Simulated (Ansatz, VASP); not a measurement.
## Pt: VASP beside Ansatz

```
CELL_PARAMETERS angstrom
4.75166 0.00000 0.00000
-2.37583 4.11506 0.00000
0.00000 0.00000 2.82581
ATOMIC_POSITIONS crystal
Pt 0.00000 0.00000 0.00000
Pt 0.33333 0.66667 0.50000
Pt 0.66667 0.33333 0.50000
```

Alike in both runs: task single point; functional BLYP; k mesh 9 × 9 × 13; occupations fermi-dirac, width 0.1 eV; no spin polarisation.

|  | VASP | Ansatz |
| --- | --- | --- |
| version | VASP 6.6.1 | Ansatz 0.2.0 |
| potentials or method | VASP PAW PBE potentials, release 64 (Pt), cutoff 520 eV | plane waves (420 eV) with PAW, scalar-relativistic |
| valence electrons in the cell | 30 | 54 |

Ansatz gave:

- pressure (GPa): -11.5
- traceless stress, the component that is largest in VASP (GPa): 0.18

Task: Estimate VASP's values.

Result: Pressure (GPa): -10.9; traceless stress, the component that is largest in VASP (GPa): 0.22.

VASP's potentials were made for PBE, not for BLYP. The functional is the same, so the differences come from potentials, cutoffs and numerics. VASP's potentials hold 30 valence electrons a cell and Ansatz's 54, so a difference there can come from the potentials and not from the codes.

Spin-orbit coupling is off throughout.
